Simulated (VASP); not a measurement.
# SnO2 (P4_2/mnm) in VASP: vibrations by perturbation theory with PBE

Aim: the vibrations by perturbation theory of SnO2 with PBE.

All numbers are computed with VASP 6.6.1; they aren't measurements. Logs are shortened: lines on timing, memory, paths and dates and some standing lists are left out, and cuts for length are marked.

## (1) The cell of the first run

The structure is tetragonal, space group P4_2/mnm (No. 136). The conventional cell has a = 4.828 Å, b = 4.828 Å, c = 3.238 Å, α = 90.00°, β = 90.00°, γ = 90.00°. Sn (site symmetry mmm) has 6 O at 2.09 Å within 2.8 Å. Within 2.8 Å of O (site symmetry m2m) lie 3 Sn at 2.09 Å and 1 O at 2.64 Å.

## (2) Vibrations by perturbation theory, PBE

INCAR

```
PREC = Accurate
ENCUT = 520
EDIFF = 1E-8
ISMEAR = 0
SIGMA = 0.05
LREAL = False
LASPH = True
NELM = 60
ALGO = Normal
ISIF = 2
LWAVE = False
LCHARG = False
GGA = PE
IBRION = 8
NSW = 1
```

KPOINTS

```
regular mesh
0
Gamma
  6 6 8
```

POSCAR

```
SnO2
1.0
    4.8277049961      0.0000000000      0.0000000000
    0.0000000000      4.8277049961      0.0000000000
    0.0000000000      0.0000000000      3.2379909406
Sn O
2 4
Direct
    0.0000000000      0.0000000000      0.0000000000
    0.5000000000      0.5000000000      0.5000000000
    0.3066050863      0.3066050863      0.0000000000
    0.1933949137      0.8066050863      0.5000000000
    0.6933949137      0.6933949137      0.0000000000
    0.8066050863      0.1933949137      0.5000000000
```

Potentials or basis: VASP PAW PBE potentials, release 64 (Sn_d, O).

Run with:

```sh
cat potpaw_PBE.64/Sn_d/POTCAR potpaw_PBE.64/O/POTCAR > POTCAR
mpirun -np 1 vasp_std > vasp.out
```

OUTCAR:

```text
PREC = Accurate
   ENCUT = 520
   EDIFF = 1E-8
   ISMEAR = 0
   LREAL = False
   LASPH = True
   NELM = 60
   ISIF = 2
   GGA = PE
   IBRION = 8
   NSW = 1

 ion  position               nearest neighbor table
   1  0.000  0.000  0.000-   4 2.09   6 2.09   4 2.09   6 2.09   5 2.09   3 2.09
   2  0.500  0.500  0.500-   3 2.09   5 2.09   3 2.09   5 2.09   4 2.09   6 2.09
   3  0.307  0.307  0.000-   2 2.09   2 2.09   1 2.09
   4  0.193  0.807  0.500-   1 2.09   1 2.09   2 2.09
   5  0.693  0.693  0.000-   2 2.09   2 2.09   1 2.09
   6  0.807  0.193  0.500-   1 2.09   1 2.09   2 2.09

  LATTYP: Found a simple tetragonal cell.
 ALAT       =     4.8277049961
 C/A-ratio  =     0.6707101911

  Lattice vectors:

 A1 = (   4.8277049961,   0.0000000000,   0.0000000000)
 A2 = (   0.0000000000,   4.8277049961,   0.0000000000)
 A3 = (   0.0000000000,   0.0000000000,   3.2379909406)

Analysis of symmetry for initial positions (statically):
=====================================================================
 Subroutine PRICEL returns:
 Original cell was already a primitive cell.

 Routine SETGRP: Setting up the symmetry group for a
 simple tetragonal supercell.

 Subroutine GETGRP returns: Found 16 space group operations
 (whereof  8 operations were pure point group operations)
 out of a pool of 16 trial point group operations.

The static configuration has the point symmetry D_2h.
 The point group associated with its full space group is D_4h.

Analysis of symmetry for dynamics (positions and initial velocities):
=====================================================================
 Subroutine PRICEL returns:
 Original cell was already a primitive cell.

 Routine SETGRP: Setting up the symmetry group for a
 simple tetragonal supercell.

 Subroutine GETGRP returns: Found 16 space group operations
 (whereof  8 operations were pure point group operations)
 out of a pool of 16 trial point group operations.

The dynamic configuration has the point symmetry D_2h.
 The point group associated with its full space group is D_4h.

 Subroutine INISYM returns: Found 16 space group operations
 (whereof  8 operations are pure point group operations),
 and found     1 'primitive' translations

----------------------------------------------------------------------------------------

                                     Primitive cell

  volume of cell :      75.4670

[... 987 lines left out ...]
     4.827704996  0.000000000  0.000000000     0.207137760  0.000000000  0.000000000
     0.000000000  4.827704996  0.000000000     0.000000000  0.207137760  0.000000000
     0.000000000  0.000000000  3.237990941     0.000000000  0.000000000  0.308833477

 POSITION                                       TOTAL-FORCE (eV/Angst)
 -----------------------------------------------------------------------------------
      0.00000      0.00000      0.00000         0.000000     -0.000000     -0.000000
      2.41385      2.41385      1.61900         0.000000     -0.000000     -0.000000
      1.48020      1.48020      0.00000        -0.014349     -0.014349     -0.000000
      0.93365      3.89405      1.61900         0.014349     -0.014349     -0.000000
      3.34751      3.34751      0.00000         0.014349      0.014349      0.000000
      3.89405      0.93365      1.61900        -0.014349      0.014349     -0.000000
 -----------------------------------------------------------------------------------
    total drift:                                0.000000      0.000000      0.000000

  FREE ENERGIE OF THE ION-ELECTRON SYSTEM (eV)
  ---------------------------------------------------
  free  energy   TOTEN  =       -37.3109915421 eV

  energy  without entropy=      -37.3109915421  energy(sigma->0) =      -37.31099154

[... ionic steps 2 to 9 ...]

--------------------------------------- Ionic step       10  -------------------------------------------

------------------------ aborting loop because EDIFF is reached ----------------------------------------

[... ionic steps 11 to 11 ...]

--------------------------------------- Ionic step       12  -------------------------------------------

 Free energy of the ion-electron system (eV)
  ---------------------------------------------------
  ---------------------------------------------------
  free energy    TOTEN  =        -0.36194859 eV

  energy without entropy =       -0.36194859

------------------------ aborting loop because EDIFF is reached ----------------------------------------

 INTERNAL STRAIN TENSOR  FOR ION    3  DIRECTION 3   (eV/Angst):
 -----------------------------------------------------------------------------
     0.00174 -0.00882  4.80717
    -0.00882  0.00174  4.80717
     4.21794  4.21794 -0.01875

 INTERNAL STRAIN TENSOR FOR ION    6 for displacements in x,y,z  (eV/Angst):
          X           Y           Z          XY          YZ          ZX
  --------------------------------------------------------------------------------
  x     2.18738     1.27760     4.06634     1.45831     0.00000     0.00000
  y    -1.27760    -2.18738    -4.06634    -1.46821     0.00000     0.00000
  z     0.00000     0.00000     0.00000     0.00000    -4.21794     4.80717

 SECOND DERIVATIVES (NOT SYMMETRIZED)
 ------------------------------------
               1X          1Y          1Z          2X          2Y          2Z          3X          3Y          3Z          4X          4Y          4Z          5X          5Y          5Z          6X          6Y          6Z
  1X   -21.397531    1.582883    0.000000    8.814897   -0.003310    0.000000    1.987256    2.756217    0.000000    4.304061   -3.546004    0.000000    1.987256    2.756217    0.000000    4.304061   -3.546004    0.000000
  1Y     1.582883  -21.397531    0.000000   -0.003310    8.814897    0.000000    2.756217    1.987256    0.000000   -3.546004    4.304061    0.000000    2.756217    1.987256    0.000000   -3.546004    4.304061    0.000000
  1Z     0.000000    0.000000  -17.673759    0.000000    0.000000    0.041881    0.000000    0.000000    0.417757    0.000000    0.000000    8.398182    0.000000    0.000000    0.417757    0.000000    0.000000    8.398182
  2X     8.814897    0.003310    0.000000  -21.397531   -1.582883    0.000000    4.304061    3.546004    0.000000    1.987256   -2.756217    0.000000    4.304061    3.546004    0.000000    1.987256   -2.756217    0.000000
  2Y     0.003310    8.814897    0.000000   -1.582883  -21.397531    0.000000    3.546004    4.304061    0.000000   -2.756217    1.987256    0.000000    3.546004    4.304061    0.000000   -2.756217    1.987256    0.000000
  2Z     0.000000    0.000000    0.041881    0.000000    0.000000  -17.673759    0.000000    0.000000    8.398182    0.000000    0.000000    0.417757    0.000000    0.000000    8.398182    0.000000    0.000000    0.417757
  3X     1.983351    2.760619    0.000000    4.293793    3.552703    0.000000  -12.005181   -8.465426    0.000000   -0.273439    0.394887    0.000000    2.387071    2.159040    0.000000    3.614404   -0.401823    0.000000
  3Y     2.760619    1.983351    0.000000    3.552703    4.293793    0.000000   -8.465426  -12.005181    0.000000   -0.401823    3.614404    0.000000    2.159040    2.387071    0.000000    0.394887   -0.273439    0.000000
  3Z     0.000000    0.000000    0.410802    0.000000    0.000000    8.398592    0.000000    0.000000  -11.788092    0.000000    0.000000    1.655960    0.000000    0.000000   -0.333221    0.000000    0.000000    1.655960
  4X     4.293793   -3.552703    0.000000    1.983351   -2.760619    0.000000   -0.273439   -0.394887    0.000000  -12.005181    8.465426    0.000000    3.614404    0.401823    0.000000    2.387071   -2.159040    0.000000
  4Y    -3.552703    4.293793    0.000000   -2.760619    1.983351    0.000000    0.401823    3.614404    0.000000    8.465426  -12.005181    0.000000   -0.394887   -0.273439    0.000000   -2.159040    2.387071    0.000000
  4Z     0.000000    0.000000    8.398592    0.000000    0.000000    0.410802    0.000000    0.000000    1.655960    0.000000    0.000000  -11.788092    0.000000    0.000000    1.655960    0.000000    0.000000   -0.333221
  5X     1.983351    2.760619    0.000000    4.293793    3.552703    0.000000    2.387071    2.159040    0.000000    3.614404   -0.401823    0.000000  -12.005181   -8.465426    0.000000   -0.273439    0.394887    0.000000
  5Y     2.760619    1.983351    0.000000    3.552703    4.293793    0.000000    2.159040    2.387071    0.000000    0.394887   -0.273439    0.000000   -8.465426  -12.005181    0.000000   -0.401823    3.614404    0.000000
  5Z     0.000000    0.000000    0.410802    0.000000    0.000000    8.398592    0.000000    0.000000   -0.333221    0.000000    0.000000    1.655960    0.000000    0.000000  -11.788092    0.000000    0.000000    1.655960
  6X     4.293793   -3.552703    0.000000    1.983351   -2.760619    0.000000    3.614404    0.401823    0.000000    2.387071   -2.159040    0.000000   -0.273439   -0.394887    0.000000  -12.005181    8.465426    0.000000
  6Y    -3.552703    4.293793    0.000000   -2.760619    1.983351    0.000000   -0.394887   -0.273439    0.000000   -2.159040    2.387071    0.000000    0.401823    3.614404    0.000000    8.465426  -12.005181    0.000000
  6Z     0.000000    0.000000    8.398592    0.000000    0.000000    0.410802    0.000000    0.000000    1.655960    0.000000    0.000000   -0.333221    0.000000    0.000000    1.655960    0.000000    0.000000  -11.788092

 Eigenvectors and eigenvalues of the dynamical matrix
 ----------------------------------------------------

   1 f  =   21.299933 THz   133.831429 2PiTHz  710.489301 cm-1    88.089407 meV
             X         Y         Z           dx          dy          dz
      0.000000  0.000000  0.000000    -0.000000    0.000000   -0.000000
      2.413852  2.413852  1.618995     0.000000    0.000000    0.000000
      1.480199  1.480199  0.000000     0.353553    0.353553    0.000000
      0.933654  3.894051  1.618995     0.353553   -0.353553    0.000000
      3.347506  3.347506  0.000000    -0.353553   -0.353553    0.000000
      3.894051  0.933654  1.618995    -0.353553    0.353553    0.000000
[... 145 lines left out ...]
  18 f/i=    0.006496 THz     0.040814 2PiTHz    0.216673 cm-1     0.026864 meV
             X         Y         Z           dx          dy          dz
      0.000000  0.000000  0.000000    -0.608036    0.154173   -0.000000
      2.413852  2.413852  1.618995    -0.608055    0.154250   -0.000000
      1.480199  1.480199  0.000000    -0.223727    0.056925   -0.000000
      0.933654  3.894051  1.618995    -0.223628    0.056532   -0.000000
      3.347506  3.347506  0.000000    -0.223727    0.056925   -0.000000
      3.894051  0.933654  1.618995    -0.223628    0.056532   -0.000000

--------------------------------------------------------------------------------------------------------

 ELASTIC MODULI CONTR FROM IONIC RELAXATION (kBar)
 Direction    XX          YY          ZZ          XY          YZ          ZX
 --------------------------------------------------------------------------------
 XX         -77.0115     26.8661    -58.8484     -0.0000      0.0000      0.0000
 YY          26.8661    -77.0115    -58.8484      0.0000     -0.0000     -0.0000
 ZZ         -58.8484    -58.8484   -138.1236      0.0000     -0.0000      0.0000
 XY          -0.0000      0.0000      0.0000    -12.2442     -0.0000      0.0000
 YZ           0.0000     -0.0000     -0.0000     -0.0000   -131.8937     -0.0000
 ZX           0.0000     -0.0000      0.0000      0.0000     -0.0000   -171.3176
 --------------------------------------------------------------------------------
```

It took 39 min on 1 thread of Oxide Virtual Turin-like, shared host; peak memory 0.52 GiB.

Results:

| Property | Result |
| --- | --- |
| Highest phonon frequency at Γ, LO-TO splitting left out | 710 cm⁻¹ |

Phonon frequencies in cm⁻¹ (negative: imaginary):
| q point | frequencies |
| --- | --- |
| (0.000, 0.000, 0.000) | 0 0 0 107 142 220 220 262 262 341 436 441 441 532 555 555 588 710 |

Caveat: spin-orbit coupling is left out, which moves the levels of the heavy elements.
